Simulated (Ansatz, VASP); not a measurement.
# One calculation of WSe2, two programs

The input INCAR:

```
PREC = Accurate ; ENCUT = 520
EDIFF = 1E-8 ; ISMEAR = -1
SIGMA = 0.08 ; LREAL = False
LASPH = True ; NELM = 60
ALGO = Normal ; ISIF = 2
LWAVE = False ; LCHARG = False
GGA = PE ; LEFG = True
NBANDS = 35
```

File KPOINTS:

```
Automatic mesh
0
Gamma
  11 11 3
```

POSCAR

```
WSe2
1.0
    3.2789950290      0.0000000000      0.0000000000
   -1.6394975145      2.8396929940      0.0000000000
    0.0000000000      0.0000000000     12.9266217496
W Se
2 4
Direct
    0.3333333333      0.6666666667      0.2500000000
    0.6666666667      0.3333333333      0.7500000000
    0.3333333333      0.6666666667      0.6210000000
    0.6666666667      0.3333333333      0.1210000000
    0.3333333333      0.6666666667      0.8790000000
    0.6666666667      0.3333333333      0.3790000000
```

Input for Ansatz:

```yaml
crystal:
  lattice:
    - [3.278995029, 0.0, 0.0]
    - [-1.6394975145, 2.839692994, 0.0]
    - [0.0, 0.0, 12.9266217496]
  atoms:
    - { symbol: W, position: [0.3333333333, 0.6666666667, 0.25] }
    - { symbol: W, position: [0.6666666667, 0.3333333333, 0.75] }
    - { symbol: Se, position: [0.3333333333, 0.6666666667, 0.621] }
    - { symbol: Se, position: [0.6666666667, 0.3333333333, 0.121] }
    - { symbol: Se, position: [0.3333333333, 0.6666666667, 0.879] }
    - { symbol: Se, position: [0.6666666667, 0.3333333333, 0.379] }
kpoints:
  mp_grid: { grid: [11, 11, 3] }
scf:
  occupations: { method: fermi_dirac, width: 0.08 }
hamiltonian:
  xc: pbe
  pseudopotentials: { kind: paw }
output:
  forces: true
  stress: true
  eigenvalues: true
  efg: { contact_densities: true }
  write_density: true
  write_potential: true
  elf: true
  volumetric_format: npy
```

Change from the starting cell: volume scaled by 0.99, PAW files.

Alike in both runs: task electric field gradients; functional PBE; k mesh 11 × 11 × 3; occupations fermi-dirac, width 0.08 eV; no spin polarisation.

|  | VASP | Ansatz |
| --- | --- | --- |
| version | VASP 6.6.1 | Ansatz 0.2.0 |
| potentials or method | VASP PAW PBE potentials, release 64 (W_sv, Se) | PAW with Ansatz's default frozen-core files, scalar-relativistic |
| plane-wave cutoff (eV) | 520 | 420 |
| valence electrons in the cell | 52 | 92 |

VASP gave:

| Property | Result |
| --- | --- |
| pressure (GPa) | 5.6 |
| traceless stress, the component that is largest in VASP (GPa) | 0.92 |
| rms of the force components (eV/Å) | 0.183 |
| size of Vzz on the site where it differs most (V/Å²) | 154.4 |

Question: Which values does Ansatz return?

Answer: Pressure (GPa): 5.2; traceless stress, the component that is largest in VASP (GPa): 0.83; rms of the force components (eV/Å): 0.160; size of Vzz on the site where it differs most (V/Å²): 172.1.

Atom by atom the forces differ by 0.024 eV/Å (rms over components). VASP's potentials hold 52 valence electrons a cell and Ansatz's 92, so a difference there can come from the potentials and not from the codes.

Neither program's run includes spin-orbit coupling.
